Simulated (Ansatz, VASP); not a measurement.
# Two plane-wave programs on Ba

File INCAR:

```
PREC = Accurate
ENCUT = 520
EDIFF = 1E-7
ISMEAR = 1
SIGMA = 0.1
LREAL = F
LASPH = T
NELM = 60
ALGO = Normal
ISIF = 2
LWAVE = F
LCHARG = F
GGA = PS
NBANDS = 17
```

KPOINTS

```
Automatic mesh
0
Gamma
  7 7 4
```

File POSCAR:

```
Ba
1.0
    3.5917700000     -2.5169000000      0.0000000000
    3.5917700000      2.5169000000      0.0000000000
    0.0000000000      0.0000000000      7.1900500000
Ba
2
Direct
    0.7467700000      0.2532300000      0.2500000000
    0.2532300000      0.7467700000      0.7500000000
```

Input for Ansatz:

```yaml
crystal:
  lattice:
    - [3.59177, -2.5169, 0.0]
    - [3.59177, 2.5169, 0.0]
    - [0.0, 0.0, 7.19005]
  atoms:
    - { symbol: Ba, position: [0.74677, 0.25323, 0.25] }
    - { symbol: Ba, position: [0.25323, 0.74677, 0.75] }
kpoints:
  mp_grid:
    grid: [7, 7, 4]
    shift: [0.0, 0.0, 0.0]
hamiltonian:
  xc: pbesol
  pseudopotentials:
    kind: paw
scf:
  occupations:
    method: cold
output:
  forces: true
  stress: true
  eigenvalues: true
```

Alike in both runs: task single point; functional PBEsol; k mesh 7 × 7 × 4; no spin polarisation.

|  | VASP | Ansatz |
| --- | --- | --- |
| version | VASP 6.6.1 | Ansatz 0.2.0 |
| potentials or method | VASP PAW PBE potentials, release 64 (Ba_sv) | plane waves, PAW |
| plane-wave cutoff (eV) | 520 | 420 |
| occupations | methfessel-paxton of order 1, width 0.1 eV | cold |
| valence electrons in the cell | 20 | 20 |

```csv
,VASP,Ansatz,Ansatz less VASP
gap on the k mesh at the Fermi level (eV),none,none,-
pressure (GPa),-0.8,-0.8,-0.05
"traceless stress, the component that is largest in VASP (GPa)",-0.08,-0.08,+0.001
rms of the force components (eV/Å),0.013,0.013,0.0000
```

VASP's potentials were made for PBE, not for PBEsol. Atom by atom the forces differ by 0.000 eV/Å (rms over components). A gap of «none» marks a metal or a gap that the smearing closes.

Spin-orbit coupling is off throughout.
